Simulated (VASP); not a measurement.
# MoS2 (R-3m) in VASP: a series of runs

Aim: see how the results for MoS2 move with the level of theory and the settings. Levels: LDA, PBEsol. Tasks: single point.

Program: VASP 6.6.1. These are calculated values, not measurements. Logs are shortened: lines on timing, memory, paths and dates and some standing lists are left out, and cuts for length are marked.

## (1) The cell of the first run

Symmetry: R-3m, No. 166, trigonal system. Conventional cell: a = 3.128 Å, b = 3.128 Å, c = 18.097 Å, α = 90.00°, β = 90.00°, γ = 120.00°. Mo (site symmetry -3m) has 6 S at 2.35 Å within 3.1 Å. Within 3.1 Å of S (site symmetry 3m) lie 3 Mo at 2.35 Å.

## (2) Single point, LDA (volume scaled by 0.96)

Contents of INCAR:

```
SYSTEM = MoS2
PREC = Accurate ; ENCUT = 520
EDIFF = 1E-6 ; ISMEAR = -1
SIGMA = 0.05 ; LREAL = .FALSE.
LASPH = .TRUE. ; NELM = 100
ALGO = Normal ; ISIF = 2
LWAVE = .FALSE. ; LCHARG = .FALSE.
GGA = CA ; NBANDS = 20
```

Contents of KPOINTS:

```
Automatic mesh
0
G
  10 10 10
  0 0 0
```

Contents of POSCAR:

```
MoS2
1.0
    1.5640716975      0.9030172156      6.0323514456
   -1.5640716975      0.9030172156      6.0323514456
    0.0000000000     -1.8060344312      6.0323514456
Mo S
1 2
Direct
    0.0000000000      0.0000000000      0.0000000000
    0.2500000000      0.2500000000      0.2500000000
    0.7500000000      0.7500000000      0.7500000000
```

Potentials or basis: VASP PAW LDA potentials, release 64 (Mo_sv, S).

On the command line:

```sh
$ cat potpaw_LDA.64/Mo_sv/POTCAR potpaw_LDA.64/S/POTCAR > POTCAR
$ mpirun -np 1 vasp_std > vasp.out
```

OUTCAR:

```text
SYSTEM = MoS2
   PREC = Accurate
   ENCUT = 520
   EDIFF = 1E-6
   ISMEAR = -1
   LREAL = .FALSE.
   LASPH = .TRUE.
   NELM = 100
   ISIF = 2
   GGA = CA

 ion  position               nearest neighbor table
   1  0.000  0.000  0.000-   3 2.35   3 2.35   2 2.35   2 2.35   3 2.35   2 2.35
   2  0.250  0.250  0.250-   1 2.35   1 2.35   1 2.35
   3  0.750  0.750  0.750-   1 2.35   1 2.35   1 2.35

  LATTYP: Found a trigonal (rhomboedric) cell.
 ALAT       =     6.2969059331
 COS(alpha) =     0.8766074614

  Lattice vectors:

 A1 = (   1.5640716975,   0.9030172156,   6.0323514456)
 A2 = (  -1.5640716975,   0.9030172156,   6.0323514456)
 A3 = (   0.0000000000,  -1.8060344312,   6.0323514456)

Analysis of symmetry for initial positions (statically):
=====================================================================
 Subroutine PRICEL returns:
 Original cell was already a primitive cell.

 Routine SETGRP: Setting up the symmetry group for a
 trigonal (rhombohedral) supercell.

 Subroutine GETGRP returns: Found 12 space group operations
 (whereof 12 operations were pure point group operations)
 out of a pool of 12 trial point group operations.

The static configuration has the point symmetry D_3d.

Analysis of symmetry for dynamics (positions and initial velocities):
=====================================================================
 Subroutine PRICEL returns:
 Original cell was already a primitive cell.

 Routine SETGRP: Setting up the symmetry group for a
 trigonal (rhombohedral) supercell.

 Subroutine GETGRP returns: Found 12 space group operations
 (whereof 12 operations were pure point group operations)
 out of a pool of 12 trial point group operations.

The dynamic configuration has the point symmetry D_3d.

 Subroutine INISYM returns: Found 12 space group operations
 (whereof 12 operations are pure point group operations),
 and found     1 'primitive' translations

----------------------------------------------------------------------------------------

                                     Primitive cell

  volume of cell :      51.1200

  direct lattice vectors                    reciprocal lattice vectors
     1.564071697  0.903017216  6.032351446     0.319678440  0.184566433  0.055257612
    -1.564071697  0.903017216  6.032351446    -0.319678440  0.184566433  0.055257612
     0.000000000 -1.806034431  6.032351446     0.000000000 -0.369132867  0.055257612

  length of vectors
     6.296905933  6.296905933  6.296905933     0.373245866  0.373245866  0.373245866

  position of ions in fractional coordinates (direct lattice)
     0.000000000  0.000000000  0.000000000
     0.250000000  0.250000000  0.250000000
     0.750000000  0.750000000  0.750000000

  ion indices of the primitive-cell ions
   primitive index   ion index
                 1           1
                 2           2
                 3           3

----------------------------------------------------------------------------------------

 KPOINTS: Automatic mesh

Automatic generation of k-mesh.
 Grid dimensions read from file:
 generate k-points for:   10   10   10

 Generating k-lattice:

  Cartesian coordinates                     Fractional coordinates (reciprocal lattice)
     0.031967844  0.018456643  0.005525761     0.100000000 -0.000000000  0.000000000
    -0.031967844  0.018456643  0.005525761    -0.000000000  0.100000000  0.000000000
     0.000000000 -0.036913287  0.005525761     0.000000000  0.000000000  0.100000000

  Length of vectors
     0.037324587  0.037324587  0.037324587

  Shift w.r.t. Gamma in fractional coordinates (k-lattice)
     0.000000000  0.000000000  0.000000000

 Subroutine IBZKPT returns following result:
 ===========================================

 Found    116 irreducible k-points:

 Following reciprocal coordinates:
            Coordinates               Weight
  0.000000  0.000000  0.000000      1.000000
  0.100000  0.000000 -0.000000      6.000000
  0.200000  0.000000 -0.000000      6.000000
  0.300000 -0.000000 -0.000000      6.000000
  0.400000 -0.000000  0.000000      6.000000
  0.500000 -0.000000  0.000000      3.000000
[... 16 lines left out ...]
  0.300000  0.300000 -0.000000      6.000000
  0.400000  0.300000  0.000000     12.000000
 [... further k-points ...]
   k-points           NKPTS =    116   k-points in BZ     NKDIM =    116   number of bands    NBANDS=     20
   number of dos      NEDOS =    301   number of ions     NIONS =      3
   total plane-waves  NPLWV = 110592
   dimension x,y,z NGX =    48 NGY =   48 NGZ =   48
   dimension x,y,z NGXF=    96 NGYF=   96 NGZF=   96
   ions per type =               1   2
   NGX,Y,Z   is equivalent  to a cutoff of  12.67, 12.67, 12.67 a.u.
   NGXF,Y,Z  is equivalent  to a cutoff of  25.35, 25.35, 25.35 a.u.
 SYSTEM =  MoS2
   PREC   = accura    normal or accurate (medium, high low for compatibility)
   ISTART =      0    job   : 0-new  1-cont  2-samecut
   ICHARG =      2    charge: 1-file 2-atom 10-const
   ISPIN  =      1    spin polarized calculation?
   LNONCOLLINEAR =      F non collinear calculations
   LSORBIT =      F    spin-orbit coupling
   LASPH  =      T    aspherical Exc in radial PAW
   ENCUT  =  520.0 eV  38.22 Ry    6.18 a.u.  11.71 11.71 11.71*2*pi/ulx,y,z
   NELM   =    100;   NELMIN=  2; NELMDL= -5     # of ELM steps
   EDIFF  = 0.1E-05   stopping-criterion for ELM
   LREAL  =      F    real-space projection
   EDIFFG = 0.1E-04   stopping-criterion for IOM
   NSW    =      0    number of steps for IOM
   IBRION =     -1    ionic relax: 0-MD 1-quasi-New 2-CG
   NFREE  =      0    steps in history (QN), initial steepest desc. (CG)
   ISIF   =      2    stress and relaxation
   ISYM   =      2    0-nonsym 1-usesym 2-fastsym
   POTIM  = 0.5000    time-step for ionic-motion
   TEBEG  =    0.0;   TEEND  =   0.0 temperature during run
   PSTRESS=    0.0 pullay stress
   NELECT =      26.0000    total number of electrons
   NUPDOWN=      -1.0000    fix difference up-down
   EMIN   =  10.00;   EMAX   =-10.00  energy-range for DOS
   EFERMI =   0.00;   METHOD = LEGACY
   ISMEAR =    -1;   SIGMA  =   0.05  broadening in eV -4-tet -1-fermi 0-gaus
   EFERMI_NEDOS =   21; number of points for ismear=-14 and -15
   IALGO  =     38    algorithm
   IMIX   =      4    mixing-type and parameters
     AMIX     =   0.40;   BMIX     =  1.00
     AMIX_MAG =   1.60;   BMIX_MAG =  1.00
  volume/ion in A,a.u.               =      17.04       114.99
  Fermi-wavevector in a.u.,A,eV,Ry     =   1.306780  2.469456 23.234309  1.707674
  Thomas-Fermi vector in A             =   2.437559
   LORBIT       =      0    0 simple, 1 ext, 2 COOP (PROOUT), +10 PAW based schemes
   GGA     = CA    functional components
   LHFCALC =     F    Hartree Fock is set to
   AEXX    =    0.0000 exact exchange contribution
   IVDW    =     0    specifies the selected vdW correction
   LEPSILON=     F    determine dielectric tensor
   LRPA    =     F    only Hartree local field effects (RPA)
 non-spin polarized calculation
  energy-cutoff  :      520.00
  volume of cell :       51.12
 maximum number of plane-waves:      1391
   NGX = 23   NGY = 23   NGZ = 23

 number of electron      26.0000001 magnetization

 Free energy of the ion-electron system (eV)
  ---------------------------------------------------
  ext. energy  EPLUGINS =         0.00000000
  ---------------------------------------------------
  free energy    TOTEN  =       -23.58544857 eV

  energy without entropy =      -23.57953155  energy(sigma->0) =      -23.58249006

 E-fermi :   8.2144     XC(G=0): -11.3222

 val. band max:        8.1894975457   @ k =   0.1000   0.0000  -0.0000
 cond. band min:       8.2238012090   @ k =   0.1000   0.1000  -0.0000
 fundamental gap:      0.0343036633
 Fermi energy:         8.2143535452

 k-point     1 :       0.0000    0.0000    0.0000
  band No.  band energies     occupation
      1     -53.2310      2.00000
      2     -27.5555      2.00000
      3     -27.4056      2.00000
      4     -27.4056      2.00000
      5      -7.2159      2.00000
      6      -5.4142      2.00000
[... 12 lines left out ...]
     19      15.1637      0.00000
     20      17.7470      0.00000

 k-point     2 :       0.1000    0.0000   -0.0000
  band No.  band energies     occupation
      1     -53.2261      2.00000
      2     -27.5461      2.00000
      3     -27.4521      2.00000
      4     -27.4161      2.00000
      5      -7.0390      2.00000
      6      -5.3915      2.00000
[... 12 lines left out ...]
     19      15.7127      0.00000
     20      17.2293      0.00000

 k-point     3 :       0.2000    0.0000   -0.0000
  band No.  band energies     occupation
      1     -53.2135      2.00000
      2     -27.5726      2.00000
      3     -27.5211      2.00000
      4     -27.4433      2.00000
      5      -6.5502      2.00000
      6      -5.3191      2.00000
[... 12 lines left out ...]
     19      16.3878      0.00000
     20      17.3768      0.00000

 k-point     4 :       0.3000   -0.0000   -0.0000
  band No.  band energies     occupation
      1     -53.1979      2.00000
      2     -27.7180      2.00000
      3     -27.4905      2.00000
      4     -27.4767      2.00000
      5      -5.9194      2.00000
      6      -5.1435      2.00000
[... 12 lines left out ...]
     19      15.9512      0.00000
     20      17.4083      0.00000

 k-point     5 :       0.4000   -0.0000    0.0000
  band No.  band energies     occupation
      1     -53.1852      2.00000
      2     -27.8334      2.00000
      3     -27.5036      2.00000
      4     -27.4655      2.00000
      5      -5.5548      2.00000
      6      -4.6893      2.00000
[... 12 lines left out ...]
     19      15.5761      0.00000
     20      15.8075      0.00000
[... 353 lines left out ...]
      6      -4.8136      2.00000
[... 12 lines left out ...]
     19      15.9975      0.00000
     20      16.9493      0.00000

 k-point    22 :      -0.2000    0.2000    0.0000
  band No.  band energies     occupation
      1     -53.1906      2.00000
      2     -27.7412      2.00000
      3     -27.5376      2.00000
      4     -27.4758      2.00000
      5      -5.5089      2.00000
      6      -5.1469      2.00000
[... 12 lines left out ...]
     19      16.5381      0.00000
     20      16.7676      0.00000

 k-point    23 :       0.3000    0.3000   -0.0000
  band No.  band energies     occupation
      1     -53.1979      2.00000
      2     -27.7180      2.00000
      3     -27.4905      2.00000
      4     -27.4767      2.00000
      5      -5.7841      2.00000
      6      -5.3137      2.00000
[... 12 lines left out ...]
     19      15.3119      0.00000
     20      16.3359      0.00000

 k-point    24 :       0.4000    0.3000    0.0000
  band No.  band energies     occupation
      1     -53.1891      2.00000
      2     -27.7782      2.00000
      3     -27.5162      2.00000
      4     -27.4730      2.00000
      5      -5.3973      2.00000
      6      -5.1665      2.00000
[... 12 lines left out ...]
     19      15.4518      0.00000
     20      16.4595      0.00000

 [... further k-points ...]
[... 5 lines left out ...]
  --------------------------------------------------------------------------------------
  -------------------------------------------------------------------------------------
  Total        1.6356028      1.6356028      3.4897888      0.0000000      0.0000000      0.0000000
  in kB       51.2622731     51.2622731    109.3752750      0.0000000      0.0000000      0.0000000
  external PRESSURE =      70.6332737 kB  Pullay stress =       0.0000000 kB

 VOLUME and BASIS-vectors are now :
 -----------------------------------------------------------------------------
  energy-cutoff  :      520.00
  volume of cell :       51.12
      direct lattice vectors                 reciprocal lattice vectors
     1.564071697  0.903017216  6.032351446     0.319678440  0.184566433  0.055257612
    -1.564071697  0.903017216  6.032351446    -0.319678440  0.184566433  0.055257612
     0.000000000 -1.806034431  6.032351446     0.000000000 -0.369132867  0.055257612

 POSITION                                       TOTAL-FORCE (eV/Angst)
 -----------------------------------------------------------------------------------
      0.00000      0.00000      0.00000         0.000000      0.000000      0.000000
      0.00000      0.00000      4.52426        -0.000000      0.000000     -1.358325
      0.00000      0.00000     13.57279        -0.000000     -0.000000      1.358325
 -----------------------------------------------------------------------------------
    total drift:                               -0.000000      0.000000      0.000000

  FREE ENERGIE OF THE ION-ELECTRON SYSTEM (eV)
  ---------------------------------------------------
  free  energy   TOTEN  =       -23.5854485745 eV

  energy  without entropy=      -23.5795315538  energy(sigma->0) =      -23.58249006
```

Run time: 2.3 min. Hardware: 1 thread of Intel Xeon 6975P-C (Granite Rapids), shared host; peak memory 0.33 GiB.

Results:

```
Free energy            : -23.5854 eV
Pressure               : 7.1 GPa
Largest force          : 1.358 eV/Å
Band gap on the k mesh : zero (band 13 reaches 8.45 eV, above the bottom of band 14 at 7.89 eV)
```

Forces in eV/Å, atoms in the order of the input:
```
Mo   0.000  0.000  0.000
S    0.000  0.000 -1.358
S    0.000  0.000  1.358
```

Caveat: the cell differs from its parent crystal (volume scaled by 0.96); forces of over 1 eV/Å act on the atoms, so gaps and moduli don't describe the material at rest.

## (3) Single point, LDA (volume scaled by 0.98)

Contents of INCAR:

```
SYSTEM = MoS2
PREC = Accurate ; ENCUT = 520
EDIFF = 1E-7 ; ISMEAR = -1
SIGMA = 0.05 ; LREAL = .FALSE.
LASPH = .TRUE. ; NELM = 60
ALGO = Normal ; ISIF = 2
LWAVE = .FALSE. ; LCHARG = .TRUE.
LELF = .TRUE. ; LVHAR = .TRUE.
NBANDS = 20
```

Contents of KPOINTS:

```
regular mesh
0
G
  10 10 10
  0 0 0
```

Contents of POSCAR:

```
MoS2
1.0
    1.5748587398      0.9092451173      6.0739551840
   -1.5748587398      0.9092451173      6.0739551840
    0.0000000000     -1.8184902347      6.0739551840
Mo S
1 2
Direct
    0.0000000000      0.0000000000      0.0000000000
    0.2500000000      0.2500000000      0.2500000000
    0.7500000000      0.7500000000      0.7500000000
```

Potentials or basis: VASP PAW LDA potentials, release 64 (Mo_sv, S).

On the command line:

```sh
$ cat potpaw_LDA.64/Mo_sv/POTCAR potpaw_LDA.64/S/POTCAR > POTCAR
$ mpirun -np 1 vasp_std > vasp.out
```

Run time: 2.9 min. Hardware: 1 thread of Intel Xeon 6975P-C (Granite Rapids), shared host; peak memory 0.32 GiB.

It converged, with:

```yaml
Free_energy: -23.6206 eV
Pressure: 3.4 GPa
Largest_force: 0.963 eV/Å
Band_gap_on_the_k_mesh: zero (band 13 reaches 8.17 eV, above the bottom of band 14 at 7.59 eV)
```

Forces in eV/Å, atoms in the order of the input:
```
Mo   0.000  0.000  0.000
S    0.000  0.000 -0.963
S    0.000  0.000  0.963
```

Stress tensor (GPa, compression positive):
```
1.69 0.00 0.00
0.00 1.69 0.00
0.00 0.00 6.93
```

Levels at points of the mesh, in eV from the Fermi level:
| k point | band 9 | band 10 | band 11 | band 12 | band 13 | band 14 | band 15 | band 16 | band 17 | band 18 |
| --- | --- | --- | --- | --- | --- | --- | --- | --- | --- | --- |
| (0.00, 0.00, 0.00) | -4.34 | -1.79 | -1.36 | -1.12 | -1.12 | -0.23 | -0.23 | 3.46 | 3.46 | 6.05 |
| (0.50, 0.00, 0.00) | -5.46 | -4.46 | -2.87 | -2.02 | -1.62 | 1.05 | 1.98 | 3.46 | 4.19 | 5.38 |
| (0.50, 0.50, 0.00) | -4.79 | -4.39 | -2.91 | -2.35 | -1.84 | 1.05 | 1.74 | 3.94 | 4.62 | 4.79 |
| (0.50, 0.50, 0.50) | -4.32 | -4.04 | -1.11 | -1.11 | -0.34 | -0.34 | -0.05 | 3.58 | 3.58 | 5.93 |

Caveat: the cell differs from its parent crystal (volume scaled by 0.98).

## (4) Single point, LDA

This run uses another cell than the first one, of 17.75 Å³/atom, 1.042 times its volume.

Contents of INCAR:

```
ALGO     = Normal         # electronic algorithm
EDIFF    = 1E-7           # SCF threshold, eV
ENCUT    = 520            # plane-wave cutoff, eV
ISIF     = 2              # what is computed and relaxed
ISMEAR   = -1             # smearing method
LASPH    = True           # aspherical terms in the spheres
LCHARG   = False          # write CHGCAR
LREAL    = False          # projectors in reciprocal space
LWAVE    = False          # write WAVECAR
NBANDS   = 20             # bands
NELM     = 60             # most SCF steps
PREC     = Accurate       # precision mode
SIGMA    = 0.05           # smearing width, eV
```

Contents of KPOINTS:

```
k-points
0
Gamma
  10 10 10
```

Contents of POSCAR:

```
MoS2
1.0
    1.5855000000      0.9153888518      6.1149966667
   -1.5855000000      0.9153888518      6.1149966667
    0.0000000000     -1.8307777036      6.1149966667
Mo S
1 2
Direct
    0.0000000000      0.0000000000      0.0000000000
    0.2500000000      0.2500000000      0.2500000000
    0.7500000000      0.7500000000      0.7500000000
```

Potentials or basis: VASP PAW LDA potentials, release 64 (Mo_sv, S).

On the command line:

```sh
$ cat potpaw_LDA.64/Mo_sv/POTCAR potpaw_LDA.64/S/POTCAR > POTCAR
$ mpirun -np 1 vasp_std > vasp.out
```

OUTCAR:

```text
EDIFF = 1E-7
   ENCUT = 520
   ISIF = 2
   ISMEAR = -1
   LASPH = True
   LREAL = False
   NELM = 60
   PREC = Accurate

 ion  position               nearest neighbor table
   1  0.000  0.000  0.000-   3 2.39   2 2.39   3 2.39   3 2.39   2 2.39   2 2.39
   2  0.250  0.250  0.250-   1 2.39   1 2.39   1 2.39
   3  0.750  0.750  0.750-   1 2.39   1 2.39   1 2.39

  LATTYP: Found a trigonal (rhomboedric) cell.
 ALAT       =     6.3831756386
 COS(alpha) =     0.8766074614

  Lattice vectors:

[... 192 lines left out ...]
      5      -7.4872      2.00000
      6      -5.8243      2.00000
[... 541 lines left out ...]
     19      14.7272      0.00000
     20      15.8553      0.00000

 [... further k-points ...]
[... 5 lines left out ...]
  --------------------------------------------------------------------------------------
  -------------------------------------------------------------------------------------
  Total       -0.4567276     -0.4567276      1.1127978      0.0000000      0.0000000      0.0000000
  in kB      -13.7419553    -13.7419553     33.4816985      0.0000000      0.0000000      0.0000000
  external PRESSURE =       1.9992626 kB  Pullay stress =       0.0000000 kB

 VOLUME and BASIS-vectors are now :
 -----------------------------------------------------------------------------
  energy-cutoff  :      520.00
  volume of cell :       53.25
      direct lattice vectors                 reciprocal lattice vectors
     1.585500000  0.915388852  6.114996667     0.315357931  0.182071986  0.054510796
    -1.585500000  0.915388852  6.114996667    -0.315357931  0.182071986  0.054510796
     0.000000000 -1.830777704  6.114996667     0.000000000 -0.364143973  0.054510796

 POSITION                                       TOTAL-FORCE (eV/Angst)
 -----------------------------------------------------------------------------------
      0.00000      0.00000      0.00000         0.000000      0.000000      0.000000
      0.00000      0.00000      4.58625         0.000000      0.000000     -0.596957
      0.00000      0.00000     13.75874         0.000000      0.000000      0.596957
 -----------------------------------------------------------------------------------
    total drift:                               -0.000000     -0.000000      0.000000

  FREE ENERGIE OF THE ION-ELECTRON SYSTEM (eV)
  ---------------------------------------------------
  free  energy   TOTEN  =       -23.6329675608 eV

  energy  without entropy=      -23.6269904549  energy(sigma->0) =      -23.62997901
```

stdout:

```text
POSCAR found type information on POSCAR MoS
 POSCAR found :  2 types and       3 ions
 scaLAPACK will be used
 LDA part: xc-table for (Slater(with rela. corr.)+CA(PZ))
 , standard interpolation
 POSCAR, INCAR and KPOINTS ok, starting setup
 FFT: planning ... GRIDC
 FFT: planning ... GRID_SOFT
 FFT: planning ... GRID
 WAVECAR not read
 entering main loop
```

Run time: 2.6 min. Hardware: 1 thread of Intel Xeon 6975P-C (Granite Rapids), shared host; peak memory 0.31 GiB.

Results:

| Item | Value |
| --- | --- |
| Free energy | -23.6330 eV |
| Pressure | 0.2 GPa |
| Largest force | 0.597 eV/Å |
| Band gap on the k mesh | zero (band 13 reaches 7.90 eV, above the bottom of band 14 at 7.30 eV) |

Forces on the atoms (eV/Å):
```
Mo   0.000  0.000  0.000
S    0.000  0.000 -0.597
S    0.000  0.000  0.597
```

Stress tensor (GPa, compression positive):
```
-1.37  0.00  0.00
 0.00 -1.37  0.00
 0.00  0.00  3.35
```

(Part 1 of 2 ends here.)
